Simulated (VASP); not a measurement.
# Ga2O3 (R-3c) in VASP: a series of runs

Ga2O3 is run at these levels: LDA; tasks: single point.

All numbers are computed with VASP 6.6.1; they aren't measurements. Logs are shortened: lines on timing, memory, paths and dates and some standing lists are left out, and cuts for length are marked.

### 1 The cell of the first run

Symmetry: R-3c, No. 167, trigonal system. Conventional cell: a = 4.950 Å, b = 4.950 Å, c = 13.306 Å, α = 90.00°, β = 90.00°, γ = 120.00°. Within 2.5 Å of Ga (site symmetry 3) lie 6 O at 1.91 to 2.06 Å. O (site symmetry 2) has 4 Ga at 1.91 to 2.06 Å and 4 O at 2.60 to 2.69 Å within 2.7 Å.

### 2 Single point, LDA

The input, INCAR:

```
PREC     = Accurate       # precision mode
ENCUT    = 520            # plane-wave cutoff, eV
EDIFF    = 1E-6           # SCF threshold, eV
ISMEAR   = 0              # smearing method
SIGMA    = 0.02           # smearing width, eV
LREAL    = False          # projectors in reciprocal space
LASPH    = True           # aspherical terms in the spheres
NELM     = 100            # most SCF steps
ALGO     = Normal         # electronic algorithm
ISIF     = 2              # what is computed and relaxed
LWAVE    = False          # write WAVECAR
LCHARG   = False          # write CHGCAR
NBANDS   = 55             # bands
```

The input, KPOINTS:

```
Automatic mesh
0
Gamma
  6 6 6
```

The input, POSCAR:

```
Ga2O3
1.0
    2.4749501546      1.4289131380      4.4353549202
   -2.4749501546      1.4289131380      4.4353549202
    0.0000000000     -2.8578262759      4.4353549202
Ga O
4 6
Direct
    0.8557741007      0.8557741007      0.8557741007
    0.6442258993      0.6442258993      0.6442258993
    0.1442258993      0.1442258993      0.1442258993
    0.3557741007      0.3557741007      0.3557741007
    0.0527748592      0.4472251408      0.7500000000
    0.7500000000      0.0527748592      0.4472251408
    0.4472251408      0.7500000000      0.0527748592
    0.9472251408      0.5527748592      0.2500000000
    0.2500000000      0.9472251408      0.5527748592
    0.5527748592      0.2500000000      0.9472251408
```

Potentials or basis: VASP PAW LDA potentials, release 64 (Ga_d, O).

Launch:

```bash
$ cat potpaw_LDA.64/Ga_d/POTCAR potpaw_LDA.64/O/POTCAR > POTCAR
$ mpirun -np 1 vasp_std > vasp.out
```

OUTCAR:

```text
PREC = Accurate
   ENCUT = 520
   EDIFF = 1E-6
   ISMEAR = 0
   LREAL = False
   LASPH = True
   NELM = 100
   ISIF = 2

 ion  position               nearest neighbor table
   1  0.856  0.856  0.856-   8 1.91   9 1.91  10 1.91   6 2.06   7 2.06   5 2.06   2 2.81   3 2.92
                             3 2.92   3 2.92
   2  0.644  0.644  0.644-   8 1.91  10 1.91   9 1.91   7 2.06   6 2.06   5 2.06   1 2.81   4 2.92
                             4 2.92   4 2.92
   3  0.144  0.144  0.144-   5 1.91   6 1.91   7 1.91   9 2.06  10 2.06   8 2.06   4 2.81   1 2.92
                             1 2.92   1 2.92
   4  0.356  0.356  0.356-   5 1.91   7 1.91   6 1.91  10 2.06   9 2.06   8 2.06   3 2.81   2 2.92
                             2 2.92   2 2.92
   5  0.053  0.447  0.750-   3 1.91   4 1.91   1 2.06   2 2.06
   6  0.750  0.053  0.447-   3 1.91   4 1.91   1 2.06   2 2.06
   7  0.447  0.750  0.053-   4 1.91   3 1.91   2 2.06   1 2.06
   8  0.947  0.553  0.250-   1 1.91   2 1.91   3 2.06   4 2.06
   9  0.250  0.947  0.553-   1 1.91   2 1.91   3 2.06   4 2.06
  10  0.553  0.250  0.947-   2 1.91   1 1.91   4 2.06   3 2.06

  LATTYP: Found a trigonal (rhomboedric) cell.
 ALAT       =     5.2763191992
 COS(alpha) =     0.5599512547

  Lattice vectors:

 A1 = (   2.4749501546,   1.4289131380,   4.4353549202)
 A2 = (  -2.4749501546,   1.4289131380,   4.4353549202)
 A3 = (   0.0000000000,  -2.8578262759,   4.4353549202)

Analysis of symmetry for initial positions (statically):
=====================================================================
 Subroutine PRICEL returns:
 Original cell was already a primitive cell.

 Routine SETGRP: Setting up the symmetry group for a
 trigonal (rhombohedral) supercell.

 Subroutine GETGRP returns: Found 12 space group operations
 (whereof  6 operations were pure point group operations)
 out of a pool of 12 trial point group operations.

The static configuration has the point symmetry S_6 .
 The point group associated with its full space group is D_3d.

Analysis of symmetry for dynamics (positions and initial velocities):
=====================================================================
 Subroutine PRICEL returns:
 Original cell was already a primitive cell.

 Routine SETGRP: Setting up the symmetry group for a
 trigonal (rhombohedral) supercell.

 Subroutine GETGRP returns: Found 12 space group operations
 (whereof  6 operations were pure point group operations)
[... 127 lines left out ...]
   POTIM  = 0.5000    time-step for ionic-motion
   TEBEG  =    0.0;   TEEND  =   0.0 temperature during run
   PSTRESS=    0.0 pullay stress
   NELECT =      88.0000    total number of electrons
   NUPDOWN=      -1.0000    fix difference up-down
   EMIN   =  10.00;   EMAX   =-10.00  energy-range for DOS
   EFERMI =   0.00;   METHOD = LEGACY
   ISMEAR =     0;   SIGMA  =   0.02  broadening in eV -4-tet -1-fermi 0-gaus
   EFERMI_NEDOS =   21; number of points for ismear=-14 and -15
   IALGO  =     38    algorithm
   IMIX   =      4    mixing-type and parameters
     AMIX     =   0.40;   BMIX     =  1.00
     AMIX_MAG =   1.60;   BMIX_MAG =  1.00
  volume/ion in A,a.u.               =       9.41        63.51
  Fermi-wavevector in a.u.,A,eV,Ry     =   1.600854  3.025176 34.868110  2.562734
  Thomas-Fermi vector in A             =   2.697924
   LORBIT       =      0    0 simple, 1 ext, 2 COOP (PROOUT), +10 PAW based schemes
   GGA     = CA    functional components
   LHFCALC =     F    Hartree Fock is set to
   AEXX    =    0.0000 exact exchange contribution
   IVDW    =     0    specifies the selected vdW correction
   LEPSILON=     F    determine dielectric tensor
   LRPA    =     F    only Hartree local field effects (RPA)
 non-spin polarized calculation
 Gauss-broadening in eV      SIGMA  =   0.02
  energy-cutoff  :      520.00
  volume of cell :       94.11
 maximum number of plane-waves:      2554
   NGX = 19   NGY = 19   NGZ = 19

 number of electron      87.9999985 magnetization

 Free energy of the ion-electron system (eV)
  ---------------------------------------------------
  ext. energy  EPLUGINS =         0.00000000
  ---------------------------------------------------
  free energy    TOTEN  =       -68.26616361 eV

  energy without entropy =      -68.26616361  energy(sigma->0) =      -68.26616361

 E-fermi :   4.7315     XC(G=0): -12.8972

 val. band max:        4.5499387378   @ k =  -0.1667   0.1667   0.0000
 cond. band min:       7.6070470844   @ k =   0.0000   0.0000   0.0000
 fundamental gap:      3.0571083466
 Fermi energy:         4.7315081078

 k-point     1 :       0.0000    0.0000    0.0000
  band No.  band energies     occupation
      1     -14.4706      2.00000
      2     -12.2936      2.00000
      3     -12.2936      2.00000
      4     -12.2377      2.00000
      5     -12.2188      2.00000
      6     -12.2188      2.00000
[... 1381 lines left out ...]
     54      16.5642      0.00000
     55      16.8972      0.00000

 [... further k-points ...]

------------------------ aborting loop because EDIFF is reached ----------------------------------------

  FORCE on cell =-STRESS in cart. coord.  units (eV):
  Direction    XX          YY          ZZ          XY          YZ          ZX
  --------------------------------------------------------------------------------------
  -------------------------------------------------------------------------------------
  Total        1.3361931      1.3361931      1.0411860      0.0000000      0.0000000      0.0000000
  in kB       22.7471978     22.7471978     17.7250306      0.0000000      0.0000000      0.0000000
  external PRESSURE =      21.0731421 kB  Pullay stress =       0.0000000 kB

 VOLUME and BASIS-vectors are now :
 -----------------------------------------------------------------------------
  energy-cutoff  :      520.00
  volume of cell :       94.11
      direct lattice vectors                 reciprocal lattice vectors
     2.474950155  1.428913138  4.435354920     0.202024271  0.116638767  0.075153700
    -2.474950155  1.428913138  4.435354920    -0.202024271  0.116638767  0.075153700
     0.000000000 -2.857826276  4.435354920     0.000000000 -0.233277534  0.075153700

 POSITION                                       TOTAL-FORCE (eV/Angst)
 -----------------------------------------------------------------------------------
      0.00000      0.00000     11.38699         0.000000     -0.000000     -0.018720
      0.00000      0.00000      8.57211         0.000000      0.000000      0.018720
      0.00000      0.00000      1.91908         0.000000      0.000000      0.018720
      0.00000      0.00000      4.73395         0.000000     -0.000000     -0.018720
     -0.97624     -1.42891      5.54419        -0.025083      0.000000      0.000000
      1.72560     -0.13100      5.54419         0.012541     -0.021722     -0.000000
     -0.74935      1.55991      5.54419         0.012541      0.021722     -0.000000
      0.97624      1.42891      7.76187         0.025083      0.000000      0.000000
     -1.72560      0.13100      7.76187        -0.012541      0.021722     -0.000000
      0.74935     -1.55991      7.76187        -0.012541     -0.021722     -0.000000
 -----------------------------------------------------------------------------------
    total drift:                               -0.000000     -0.000000      0.000000

  FREE ENERGIE OF THE ION-ELECTRON SYSTEM (eV)
  ---------------------------------------------------
  free  energy   TOTEN  =       -68.2661636149 eV

  energy  without entropy=      -68.2661636149  energy(sigma->0) =      -68.26616361
```

OSZICAR:

```text
N       E                     dE             d eps       ncg     rms          rms(c)
DAV:   1     0.118997825641E+04    0.11900E+04   -0.39805E+04  4320   0.303E+03
DAV:   2     0.185123741969E+03   -0.10049E+04   -0.93944E+03  3536   0.817E+02
DAV:   3    -0.573862499293E+02   -0.24251E+03   -0.23622E+03  4039   0.262E+02
DAV:   4    -0.760366352555E+02   -0.18650E+02   -0.18449E+02  4362   0.788E+01
DAV:   5    -0.767401089050E+02   -0.70347E+00   -0.70216E+00  4627   0.158E+01    0.167E+01
DAV:   6    -0.683473266409E+02    0.83928E+01   -0.26878E+01  6379   0.608E+01    0.445E+00
DAV:   7    -0.683952048407E+02   -0.47878E-01   -0.29532E+00  3942   0.963E+00    0.313E+00
DAV:   8    -0.683018548222E+02    0.93350E-01   -0.54182E-01  5219   0.544E+00    0.139E+00
DAV:   9    -0.682654641887E+02    0.36391E-01   -0.19205E-01  5563   0.484E+00    0.154E-01
DAV:  10    -0.682661271863E+02   -0.66300E-03   -0.12297E-02  4812   0.104E+00    0.520E-02
DAV:  11    -0.682661545904E+02   -0.27404E-04   -0.13794E-03  4587   0.473E-01    0.256E-02
DAV:  12    -0.682661651289E+02   -0.10538E-04   -0.21351E-04  4250   0.122E-01    0.169E-02
DAV:  13    -0.682661635809E+02    0.15480E-05   -0.30512E-05  5180   0.314E-02    0.231E-03
DAV:  14    -0.682661636149E+02   -0.34044E-07   -0.20469E-06  2703   0.918E-03
   1 F= -.68266164E+02 E0= -.68266164E+02  d E =-.503748E-39
```

stdout:

```text
POSCAR found type information on POSCAR GaO
 POSCAR found :  2 types and      10 ions
 scaLAPACK will be used
 LDA part: xc-table for (Slater(with rela. corr.)+CA(PZ))
 , standard interpolation
 POSCAR, INCAR and KPOINTS ok, starting setup
 FFT: planning ... GRIDC
 FFT: planning ... GRID_SOFT
 FFT: planning ... GRID
 WAVECAR not read
 entering main loop
```

Run time: 5 min. Hardware: 1 thread of Intel Xeon 8259CL, shared host; peak memory 0.27 GiB.

What came out:

```
Free energy            : -68.2662 eV
Pressure               : 2.1 GPa
Largest force          : 0.025 eV/Å
Band gap on the k mesh : 3.06 eV (least direct gap 3.33 eV)
```

Forces on the atoms (eV/Å):
```
Ga   0.000  0.000 -0.019
Ga   0.000  0.000  0.019
Ga   0.000  0.000  0.019
Ga   0.000  0.000 -0.019
O   -0.025  0.000  0.000
O    0.013 -0.022  0.000
O    0.013  0.022  0.000
O    0.025  0.000  0.000
O   -0.013  0.022  0.000
O   -0.013 -0.022  0.000
```

Levels at points of the mesh, in eV from the valence-band top:
| k point | band 41 | band 42 | band 43 | band 44 | band 45 | band 46 | band 47 | band 48 |
| --- | --- | --- | --- | --- | --- | --- | --- | --- |
| (0.00, 0.00, 0.00) | -0.32 | -0.32 | -0.28 | -0.28 | 3.06 | 6.74 | 6.81 | 8.93 |
| (0.50, 0.00, 0.00) | -1.04 | -1.04 | -0.16 | -0.16 | 6.55 | 6.55 | 6.83 | 6.83 |
| (0.50, 0.50, 0.00) | -0.90 | -0.71 | -0.25 | -0.15 | 6.74 | 6.88 | 7.63 | 7.87 |
| (0.50, 0.50, 0.50) | -0.31 | -0.31 | -0.31 | -0.31 | 6.03 | 6.03 | 7.90 | 7.90 |

A k mesh can miss the band edges.

(Part 1 of 2 ends here.)
